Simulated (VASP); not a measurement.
ZrTl3B2:

```xyz
6
Lattice="2.9427 5.0969 0.0000 -2.9427 5.0969 0.0000 0.0000 0.0000 3.6918" Properties=species:S:1:pos:R:3 pbc="T T T"
B    -0.0003    3.3981    0.0000
B    -0.0003    6.7957    0.0000
Tl    0.0000    5.0969    1.8459
Tl    1.4714    2.5485    1.8459
Tl   -1.4714    2.5485    1.8459
Zr    0.0000    0.0000    0.0000
```

* Program: VASP 6.6.1
* Task: relaxation of cell and atoms
* Functional: PBE
* Potentials or basis: VASP PAW PBE potentials, release 64 (B, Tl_d, Zr_sv)
* Cutoff: 600 eV
* k mesh: 4 × 4 × 5
* Occupations: gaussian, width 0.0655 eV
* Spin: no spin polarisation
* Hubbard terms: Zr d U = 8.0 eV

At the start: pressure 11.8 GPa; volume 18.46 Å³/atom.

Question: How do energy, volume and symmetry change on relaxing?

Answer: Over 8 steps the energy falls by 121.1 meV/atom and the volume is 21.28 Å³/atom (+15.3 %); space group P6/mmm (No. 191, to 0.1 Å) before and after.

Step by step:
| step | energy change (eV) | largest force (eV/Å) | pressure (GPa) | volume (Å³) |
| --- | --- | --- | --- | --- |
| 1 | 0.0000 | 0.0010 | 11.77 | 110.74 |
| 2 | -0.5963 | 0.0009 | -2.47 | 133.86 |
| 3 | -0.6248 | 0.0009 | -0.49 | 128.85 |
| 4 | -0.6250 | 0.0009 | -0.69 | 129.30 |
| 5 | -0.6959 | 0.0010 | -0.72 | 128.89 |
| 6 | -0.7262 | 0.0010 | -0.21 | 128.34 |
| 7 | -0.7262 | 0.0010 | -0.24 | 128.36 |
| 8 | -0.7267 | 0.0011 | 0.03 | 127.69 |

Final structure:
```yaml
crystal:
  lattice:
    - [3.18828, 5.52283, 0.00000]
    - [-3.18828, 5.52283, 0.00000]
    - [0.00000, 0.00000, 3.62585]
  atoms:
    - { symbol: B, position: [0.33330, 0.33341, 0.00000] }
    - { symbol: B, position: [0.66659, 0.66670, 0.00000] }
    - { symbol: Tl, position: [0.50000, 0.50000, 0.50000] }
    - { symbol: Tl, position: [0.49999, 0.00002, 0.50000] }
    - { symbol: Tl, position: [0.99998, 0.50001, 0.50000] }
    - { symbol: Zr, position: [0.00003, 0.99997, 0.00000] }
```

Caveat: the volume moved by over 15 % at a fixed basis, so the end points are rough; U without spin polarisation on a metal has little footing; the U is typed as a test and isn't derived for this compound.
